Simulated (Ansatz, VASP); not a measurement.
## BN: VASP beside Ansatz

```
B N
1.0
     1.25112    0.72234    3.37293
    -1.25112    0.72234    3.37293
     0.00000   -1.44467    3.37293
B N
1 1
Direct
  0.99967 0.99967 0.99967
  0.33276 0.33276 0.33276
```

Alike in both runs: task single point; functional LDA; k mesh 10 × 10 × 10; no spin polarisation.

```csv
,VASP,Ansatz
version,VASP 6.6.1,Ansatz 0.2.0
potentials or method,"VASP PAW LDA potentials, release 64 (B, N)","plane waves, PAW"
plane-wave cutoff (eV),520,420
occupations,"gaussian, width 0.01 eV",fixed
valence electrons in the cell,8,8
```

Ansatz gave:

- pressure (GPa): -4.2
- traceless stress, the component that is largest in VASP (GPa): 3.30

Q: Estimate VASP's values.

A: Pressure (GPa): -3.8; traceless stress, the component that is largest in VASP (GPa): 2.70.

LDA's correlation is that of Perdew and Zunger in VASP and of Perdew and Wang (1992) in Ansatz.
